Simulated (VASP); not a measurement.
Here is a VASP 6.6.1 calculation.

INCAR

```
ALGO = Fast
EDIFF = 1E-6
ENCUT = 520
GGA = CA
ISIF = 2
ISMEAR = 0
LASPH = T
LCHARG = F
LREAL = F
LWAVE = F
NBANDS = 14
NELM = 60
PREC = Accurate
SIGMA = 0.15
```

The input KPOINTS:

```
k-points
0
Gamma
  18 18 18
```

POSCAR

```
Bi
1.0
   -2.9125203752      2.0803716966      2.0803716966
    2.0803716966     -2.9125203752      2.0803716966
    2.0803716966      2.0803716966     -2.9125203752
Bi
1
Direct
    0.0000000000      0.0000000000      0.0000000000
```

Potentials or basis: VASP PAW LDA potentials, release 64 (Bi_d).

The run is started by

```bash
$ cat potpaw_LDA.64/Bi_d/POTCAR > POTCAR
$ mpirun -np 1 vasp_std > vasp.out
```

Problem. What does it give for the pressure?

Solution. 71.5 GPa.

Stress tensor (GPa, compression positive):
```
71.54 71.93 71.93
71.93 71.54 71.93
71.93 71.93 71.54
```
